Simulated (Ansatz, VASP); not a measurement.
## CoPtO2: VASP beside Ansatz

```xyz
4
Lattice="1.4123 0.8154 5.9394 -1.4123 0.8154 5.9394 0.0000 -1.6307 5.9394" Properties=species:S:1:pos:R:3 pbc="T T T"
Co    0.0000    0.0000    8.9091
Pt    0.0000    0.0000    0.0000
O     0.0000    0.0000   15.8182
O     0.0000    0.0000    2.0000
```

Alike in both runs: task single point; functional PBE; k mesh 12 × 12 × 12; occupations gaussian, width 0.05 eV; no spin polarisation; Hubbard terms Co d U = 3.32 eV.

```csv
,VASP,Ansatz
version,VASP 6.6.1,Ansatz 0.2.0
potentials or method,"VASP PAW PBE potentials, release 64 (Co, Pt, O), cutoff 520 eV","scalar-relativistic, plane waves, PAW"
valence electrons in the cell,31,47
```

```tsv
	VASP	Ansatz	Ansatz less VASP
gap on the k mesh at the Fermi level (eV)	none	none	-
pressure (GPa)	5.7	7.0	+1.29
traceless stress, the component that is largest in VASP (GPa)	0.59	-0.45	-1.040
rms of the force components (eV/Å)	0.054	0.103	+0.0491
```

The programs project onto different local orbitals, so the same U acts differently, and such runs can settle in different states. Atom by atom the forces differ by 0.049 eV/Å (rms over components). A gap of «none» marks a metal or a gap that the smearing closes. VASP's potentials hold 31 valence electrons a cell and Ansatz's 47, so a difference there can come from the potentials and not from the codes. Ansatz's warnings: filled band counts differ across k points.

Spin-orbit coupling is off throughout.
